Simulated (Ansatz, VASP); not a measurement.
## Mg in VASP and in Ansatz

```
Mg
1.0
     0.00000    2.25171    2.25171
     2.25171    0.00000    2.25171
     2.25171    2.25171    0.00000
Mg
1
Direct
  0.00000 0.00000 0.00000
```

Change from the starting cell: volume scaled by 1.01, PAW files.

Alike in both runs: task electric field gradients; functional LDA; k mesh 16 × 16 × 16; occupations fermi-dirac, width 0.03 eV; no spin polarisation.

```csv
,VASP,Ansatz
version,VASP 6.6.1,Ansatz 0.2.0
potentials or method,"VASP PAW LDA potentials, release 64 (Mg)","PAW with Ansatz's default frozen-core files, scalar-relativistic"
plane-wave cutoff (eV),520,420
valence electrons in the cell,2,10
```

```tsv
	VASP	Ansatz	Ansatz less VASP
pressure (GPa)	-2.0	-1.7	+0.31
```

LDA's correlation is that of Perdew and Zunger in VASP and of Perdew and Wang (1992) in Ansatz. VASP's potentials hold 2 valence electrons a cell and Ansatz's 10, so a difference there can come from the potentials and not from the codes.
